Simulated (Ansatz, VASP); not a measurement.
HBr in VASP and in Ansatz

```
H Br
1.0
     0.00000    2.89050    3.18308
     2.84694    0.00000    3.18308
     2.84694    2.89050    0.00000
H Br
1 1
Direct
  0.00000 0.00000 0.00000
  0.50000 0.50000 0.50000
```

Change from the starting cell: strain +0.025 along x and y, +0.050 along z, atoms carried along.

Alike in both runs: task single point; functional r2SCAN; k mesh 14 × 14 × 14; occupations gaussian, width 0.15 eV; no spin polarisation.

|  | VASP | Ansatz |
| --- | --- | --- |
| version | VASP 6.6.1 | Ansatz 0.2.0 |
| potentials or method | VASP PAW PBE potentials, release 64 (H, Br), cutoff 520 eV | scalar-relativistic, plane waves, PAW |
| valence electrons in the cell | 8 | 8 |

```tsv
	VASP	Ansatz	Ansatz less VASP
gap on the k mesh at the Fermi level (eV)	none	none	-
pressure (GPa)	-7.6	-7.6	+0.03
traceless stress, the component that is largest in VASP (GPa)	3.75	3.75	+0.009
```

VASP's potentials were made for PBE, not for r2SCAN. A gap of «none» marks a metal or a gap that the smearing closes. The functional is the same, so the differences come from potentials, cutoffs and numerics.
